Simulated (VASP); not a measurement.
# PbS (Pnma) in VASP: further runs

The runs below take PbS through single point, relaxation of cell and atoms, with r2SCAN, PBE+D3(BJ).

All numbers are computed with VASP 6.6.1; they aren't measurements. Logs are shortened: lines on timing, memory, paths and dates and some standing lists are left out, and cuts for length are marked.

## (1) The cell of the first run

The typed cell holds 8 atoms: a = 8.397 Å, b = 4.199 Å, c = 5.955 Å, α = 90.00°, β = 90.00°, γ = 90.00°.

## (2) Single point, r2SCAN

The input, POSCAR:

```
PbS
1.0
    8.3969063224      0.0000000000      0.0000000000
    0.0000000000      4.1985378630      0.0000000000
    0.0000000000      0.0000000000      5.9549034859
Pb S
4 4
Direct
    0.1248373440      0.7500000000      0.7501603134
    0.6248373440      0.7500000000      0.7498396866
    0.8751626560      0.2500000000      0.2498396866
    0.3751626560      0.2500000000      0.2501603134
    0.8753329468      0.2500000000      0.7502171910
    0.3753329468      0.2500000000      0.7497828090
    0.1246670532      0.7500000000      0.2497828090
    0.6246670532      0.7500000000      0.2502171910
```

The input, INCAR.step1:

```
PREC = Accurate
ENCUT = 520
ISMEAR = 0
SIGMA = 0.01
LREAL = F
LASPH = T
NELM = 80
NBANDS = 50
GGA = PE
ALGO = Normal
EDIFF = 1E-4
LWAVE = T
LCHARG = F
```

The input, INCAR.step2:

```
PREC = Accurate
ENCUT = 520
EDIFF = 1E-7
ISMEAR = 0
SIGMA = 0.01
LREAL = F
LASPH = T
NELM = 80
ALGO = Normal
ISIF = 2
LWAVE = F
LCHARG = F
METAGGA = R2SCAN
LMIXTAU = T
NBANDS = 50
ISTART = 1
```

The input, KPOINTS:

```
Automatic mesh
0
Gamma
  4 6 4
```

Potentials or basis: VASP PAW PBE potentials, release 64 (Pb_d, S).

Run with:

```
$ cat potpaw_PBE.64/Pb_d/POTCAR potpaw_PBE.64/S/POTCAR > POTCAR
$ cp INCAR.step1 INCAR
$ mpirun -np 1 vasp_std > vasp.out
$ cp INCAR.step2 INCAR
$ mpirun -np 1 vasp_std > vasp.out
```

OUTCAR:

```text
PREC = Accurate
   ENCUT = 520
   EDIFF = 1E-7
   ISMEAR = 0
   LREAL = F
   LASPH = T
   NELM = 80
   ISIF = 2
   METAGGA = R2SCAN
   ISTART = 1

 ion  position               nearest neighbor table
   1  0.125  0.750  0.750-   5 2.97   5 2.97   6 2.97   6 2.97   7 2.98   7 2.98
   2  0.625  0.750  0.750-   6 2.97   6 2.97   5 2.97   5 2.97   8 2.98   8 2.98
   3  0.875  0.250  0.250-   7 2.97   7 2.97   8 2.97   8 2.97   5 2.98   5 2.98
   4  0.375  0.250  0.250-   8 2.97   8 2.97   7 2.97   7 2.97   6 2.98   6 2.98
   5  0.875  0.250  0.750-   1 2.97   1 2.97   2 2.97   2 2.97   3 2.98   3 2.98
   6  0.375  0.250  0.750-   2 2.97   2 2.97   1 2.97   1 2.97   4 2.98   4 2.98
   7  0.125  0.750  0.250-   3 2.97   3 2.97   4 2.97   4 2.97   1 2.98   1 2.98
   8  0.625  0.750  0.250-   4 2.97   4 2.97   3 2.97   3 2.97   2 2.98   2 2.98

  LATTYP: Found a simple orthorhombic cell.
 ALAT       =     4.1985378630
 B/A-ratio  =     1.4183279228
 C/A-ratio  =     1.9999596518

  Lattice vectors:

 A1 = (   0.0000000000,   4.1985378630,   0.0000000000)
 A2 = (   0.0000000000,   0.0000000000,   5.9549034859)
 A3 = (   8.3969063224,   0.0000000000,   0.0000000000)

Analysis of symmetry for initial positions (statically):
=====================================================================
 Subroutine PRICEL returns:
 Original cell was already a primitive cell.

 Routine SETGRP: Setting up the symmetry group for a
 simple orthorhombic supercell.

 Subroutine GETGRP returns: Found  8 space group operations
 (whereof  2 operations were pure point group operations)
 out of a pool of  8 trial point group operations.

The static configuration has the point symmetry S_2 .
 The point group associated with its full space group is D_2h.

Analysis of symmetry for dynamics (positions and initial velocities):
=====================================================================
 Subroutine PRICEL returns:
 Original cell was already a primitive cell.

 Routine SETGRP: Setting up the symmetry group for a
 simple orthorhombic supercell.

 Subroutine GETGRP returns: Found  8 space group operations
 (whereof  2 operations were pure point group operations)
 out of a pool of  8 trial point group operations.

The dynamic configuration has the point symmetry S_2 .
 The point group associated with its full space group is D_2h.

 Subroutine INISYM returns: Found  8 space group operations
 (whereof  2 operations are pure point group operations),
 and found     1 'primitive' translations

----------------------------------------------------------------------------------------

                                     Primitive cell

  volume of cell :     209.9385

  direct lattice vectors                    reciprocal lattice vectors
     8.396906322  0.000000000  0.000000000     0.119091480  0.000000000  0.000000000
     0.000000000  4.198537863  0.000000000     0.000000000  0.238178155  0.000000000
     0.000000000  0.000000000  5.954903486     0.000000000  0.000000000  0.167928834

  length of vectors
     8.396906322  4.198537863  5.954903486     0.119091480  0.238178155  0.167928834

  position of ions in fractional coordinates (direct lattice)
     0.124837344  0.750000000  0.750160313
     0.624837344  0.750000000  0.749839687
     0.875162656  0.250000000  0.249839687
     0.375162656  0.250000000  0.250160313
     0.875332947  0.250000000  0.750217191
     0.375332947  0.250000000  0.749782809
     0.124667053  0.750000000  0.249782809
     0.624667053  0.750000000  0.250217191

  ion indices of the primitive-cell ions
   primitive index   ion index
                 1           1
                 2           2
                 3           3
                 4           4
                 5           5
                 6           6
                 7           7
                 8           8

----------------------------------------------------------------------------------------

 KPOINTS: Automatic mesh

Automatic generation of k-mesh.
 Grid dimensions read from file:
 generate k-points for:    4    6    4

 Generating k-lattice:

  Cartesian coordinates                     Fractional coordinates (reciprocal lattice)
     0.029772870  0.000000000  0.000000000     0.250000000  0.000000000  0.000000000
     0.000000000  0.039696359  0.000000000     0.000000000  0.166666667  0.000000000
     0.000000000  0.000000000  0.041982209     0.000000000  0.000000000  0.250000000

  Length of vectors
     0.029772870  0.039696359  0.041982209

  Shift w.r.t. Gamma in fractional coordinates (k-lattice)
     0.000000000  0.000000000  0.000000000

 Subroutine IBZKPT returns following result:
 ===========================================

 Found     36 irreducible k-points:

 Following reciprocal coordinates:
            Coordinates               Weight
  0.000000  0.000000  0.000000      1.000000
  0.250000  0.000000  0.000000      2.000000
  0.500000  0.000000  0.000000      1.000000
  0.000000  0.166667  0.000000      2.000000
  0.250000  0.166667  0.000000      4.000000
  0.500000  0.166667  0.000000      2.000000
[... 16 lines left out ...]
  0.250000  0.500000  0.250000      4.000000
  0.500000  0.500000  0.250000      2.000000
 [... further k-points ...]
   k-points           NKPTS =     36   k-points in BZ     NKDIM =     36   number of bands    NBANDS=     50
   number of dos      NEDOS =    301   number of ions     NIONS =      8
   total plane-waves  NPLWV =  98304
   dimension x,y,z NGX =    64 NGY =   32 NGZ =   48
   dimension x,y,z NGXF=   128 NGYF=   64 NGZF=   96
   ions per type =               4   4
   NGX,Y,Z   is equivalent  to a cutoff of  12.67, 12.67, 13.40 a.u.
   NGXF,Y,Z  is equivalent  to a cutoff of  25.34, 25.34, 26.80 a.u.
 SYSTEM =  unknown system
   PREC   = accura    normal or accurate (medium, high low for compatibility)
   ISTART =      1    job   : 0-new  1-cont  2-samecut
   ICHARG =      0    charge: 1-file 2-atom 10-const
   ISPIN  =      1    spin polarized calculation?
   LNONCOLLINEAR =      F non collinear calculations
   LSORBIT =      F    spin-orbit coupling
   LASPH  =      T    aspherical Exc in radial PAW
   ENCUT  =  520.0 eV  38.22 Ry    6.18 a.u.  15.61  7.81 11.07*2*pi/ulx,y,z
   NELM   =     80;   NELMIN=  2; NELMDL=  0     # of ELM steps
   EDIFF  = 0.1E-06   stopping-criterion for ELM
   LREAL  =      F    real-space projection
   EDIFFG = 0.1E-05   stopping-criterion for IOM
   NSW    =      0    number of steps for IOM
   IBRION =     -1    ionic relax: 0-MD 1-quasi-New 2-CG
   NFREE  =      0    steps in history (QN), initial steepest desc. (CG)
   ISIF   =      2    stress and relaxation
   ISYM   =      2    0-nonsym 1-usesym 2-fastsym
   POTIM  = 0.5000    time-step for ionic-motion
   TEBEG  =    0.0;   TEEND  =   0.0 temperature during run
   PSTRESS=    0.0 pullay stress
   NELECT =      80.0000    total number of electrons
   NUPDOWN=      -1.0000    fix difference up-down
   EMIN   =  10.00;   EMAX   =-10.00  energy-range for DOS
   EFERMI =   0.00;   METHOD = LEGACY
   ISMEAR =     0;   SIGMA  =   0.01  broadening in eV -4-tet -1-fermi 0-gaus
   EFERMI_NEDOS =   21; number of points for ismear=-14 and -15
   IALGO  =     38    algorithm
   IMIX   =      4    mixing-type and parameters
     AMIX     =   0.40;   BMIX     =  1.00
     AMIX_MAG =   1.60;   BMIX_MAG =  1.00
  volume/ion in A,a.u.               =      26.24       177.09
  Fermi-wavevector in a.u.,A,eV,Ry     =   1.186882  2.242881 19.166368  1.408688
  Thomas-Fermi vector in A             =   2.323045
   LORBIT       =      0    0 simple, 1 ext, 2 COOP (PROOUT), +10 PAW based schemes
   METAGGA = R2SCAN    functional components
   LHFCALC =     F    Hartree Fock is set to
   AEXX    =    0.0000 exact exchange contribution
   IVDW    =     0    specifies the selected vdW correction
   LEPSILON=     F    determine dielectric tensor
   LRPA    =     F    only Hartree local field effects (RPA)
 non-spin polarized calculation
 Gauss-broadening in eV      SIGMA  =   0.01
  energy-cutoff  :      520.00
  volume of cell :      209.94
 maximum number of plane-waves:      5688
 NGX is ok and might be reduce to    64
   NGX = 31   NGY = 15   NGZ = 23

 number of electron      79.9999990 magnetization

 Free energy of the ion-electron system (eV)
  ---------------------------------------------------
  ext. energy  EPLUGINS =         0.00000000
  ---------------------------------------------------
  free energy    TOTEN  =      -262.41679547 eV

  energy without entropy =     -262.41679547  energy(sigma->0) =     -262.41679547

 E-fermi :   5.6719     XC(G=0): -10.2242

 val. band max:        5.6234108229   @ k =   0.0000   0.5000   0.5000
 cond. band min:       6.2670585162   @ k =   0.0000   0.0000   0.5000
 fundamental gap:      0.6436476932
 Fermi energy:         5.6718905930

 k-point     1 :       0.0000    0.0000    0.0000
  band No.  band energies     occupation
      1     -11.9717      2.00000
      2     -11.8567      2.00000
      3     -11.8556      2.00000
      4     -11.8415      2.00000
      5     -11.8199      2.00000
      6     -11.8198      2.00000
[... 42 lines left out ...]
     49      11.1858      0.00000
     50      11.1863      0.00000

 k-point     2 :       0.2500    0.0000    0.0000
  band No.  band energies     occupation
      1     -11.9595      2.00000
      2     -11.8901      2.00000
      3     -11.8355      2.00000
      4     -11.8320      2.00000
      5     -11.8198      2.00000
      6     -11.8195      2.00000
[... 42 lines left out ...]
     49      10.5442      0.00000
     50      10.8085      0.00000

 k-point     3 :       0.5000    0.0000    0.0000
  band No.  band energies     occupation
      1     -11.9283      2.00000
      2     -11.9283      2.00000
      3     -11.8198      2.00000
      4     -11.8198      2.00000
      5     -11.8186      2.00000
      6     -11.8186      2.00000
[... 42 lines left out ...]
     49      10.2914      0.00000
     50      10.2914      0.00000

 k-point     4 :       0.0000    0.1667    0.0000
  band No.  band energies     occupation
      1     -11.9507      2.00000
      2     -11.8886      2.00000
      3     -11.8878      2.00000
      4     -11.8312      2.00000
      5     -11.8205      2.00000
      6     -11.8205      2.00000
[... 999 lines left out ...]
 k-point    23 :       0.2500    0.5000    0.2500
  band No.  band energies     occupation
      1     -11.9346      2.00000
      2     -11.9346      2.00000
      3     -11.8632      2.00000
      4     -11.8632      2.00000
      5     -11.8295      2.00000
      6     -11.8295      2.00000
[... 42 lines left out ...]
     49      10.2980      0.00000
     50      10.2980      0.00000

 k-point    24 :       0.5000    0.5000    0.2500
  band No.  band energies     occupation
      1     -11.8994      2.00000
      2     -11.8994      2.00000
      3     -11.8994      2.00000
      4     -11.8994      2.00000
      5     -11.8211      2.00000
      6     -11.8211      2.00000
[... 42 lines left out ...]
     49      10.2418      0.00000
     50      10.2418      0.00000

 [... further k-points ...]

------------------------ aborting loop because EDIFF is reached ----------------------------------------

  FORCE on cell =-STRESS in cart. coord.  units (eV):
  Direction    XX          YY          ZZ          XY          YZ          ZX
  --------------------------------------------------------------------------------------
  -------------------------------------------------------------------------------------
  Total        1.2676376      1.2672922      1.2586460      0.0000000      0.0000000      0.0000000
  in kB        9.6741669      9.6715310      9.6055467      0.0000000      0.0000000      0.0000000
  external PRESSURE =       9.6504149 kB  Pullay stress =       0.0000000 kB

 VOLUME and BASIS-vectors are now :
 -----------------------------------------------------------------------------
  energy-cutoff  :      520.00
  volume of cell :      209.94
      direct lattice vectors                 reciprocal lattice vectors
     8.396906322  0.000000000  0.000000000     0.119091480  0.000000000  0.000000000
     0.000000000  4.198537863  0.000000000     0.000000000  0.238178155  0.000000000
     0.000000000  0.000000000  5.954903486     0.000000000  0.000000000  0.167928834

 POSITION                                       TOTAL-FORCE (eV/Angst)
 -----------------------------------------------------------------------------------
      1.04825      3.14890      4.46713         0.002007     -0.000000     -0.001930
      5.24670      3.14890      4.46522         0.002007     -0.000000      0.001930
      7.34866      1.04963      1.48777        -0.002007     -0.000000      0.001930
      3.15021      1.04963      1.48968        -0.002007     -0.000000     -0.001930
      7.35009      1.04963      4.46747        -0.002182     -0.000000     -0.001883
      3.15164      1.04963      4.46488        -0.002182     -0.000000      0.001883
      1.04682      3.14890      1.48743         0.002182      0.000000      0.001883
      5.24527      3.14890      1.49002         0.002182      0.000000     -0.001883
 -----------------------------------------------------------------------------------
    total drift:                                0.000000      0.000000     -0.000000

  FREE ENERGIE OF THE ION-ELECTRON SYSTEM (eV)
  ---------------------------------------------------
  free  energy   TOTEN  =      -262.4167954661 eV

  energy  without entropy=     -262.4167954661  energy(sigma->0) =     -262.41679547
```

It took 8.9 min on 1 thread of Intel Xeon 6975P-C (Granite Rapids), shared host; peak memory 0.5 GiB.

What came out:

```yaml
Free_energy: -262.4168 eV
Pressure: 1.0 GPa
Band_gap_on_the_k_mesh: 0.64 eV
```

Forces on the atoms (eV/Å):
```
Pb   0.002  0.000 -0.002
Pb   0.002  0.000  0.002
Pb  -0.002  0.000  0.002
Pb  -0.002  0.000 -0.002
S   -0.002  0.000 -0.002
S   -0.002  0.000  0.002
S    0.002  0.000  0.002
S    0.002  0.000 -0.002
```

Caveat: the PAW data sets were made with another functional, which shifts forces and pressure a little; spin-orbit coupling is left out, which moves the levels of the heavy elements. A k mesh can miss the band edges.

(Part 1 of 2 ends here.)
